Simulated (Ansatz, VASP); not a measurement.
# One calculation of WS2, two programs

```
W S
1.0
     2.98784    0.00000    0.00000
    -1.49392    2.58755    0.00000
     0.00000    0.00000    5.96608
W S
1 2
Direct
  0.33333 0.66667 0.00000
  0.66667 0.33333 0.73336
  0.66667 0.33333 0.26664
```

Alike in both runs: task single point; functional PBE; dispersion D3(BJ); k mesh 12 × 12 × 6; occupations gaussian, width 0.02 eV; no spin polarisation.

```csv
,VASP,Ansatz
version,VASP 6.6.1,Ansatz 0.2.0
potentials or method,"VASP PAW PBE potentials, release 64 (W_sv, S), cutoff 520 eV","scalar-relativistic, plane waves, PAW"
valence electrons in the cell,26,26
```

Ansatz gave:

| Quantity | Value |
| --- | --- |
| gap on the k mesh at the Fermi level (eV) | 0.42 |
| least direct gap on the mesh (eV) | 1.50 |
| pressure (GPa) | 25.0 |

What did VASP give for the same quantities?

gap on the k mesh at the Fermi level (eV): 0.44; least direct gap on the mesh (eV): 1.53; pressure (GPa): 25.0.

Spin-orbit coupling is off throughout.
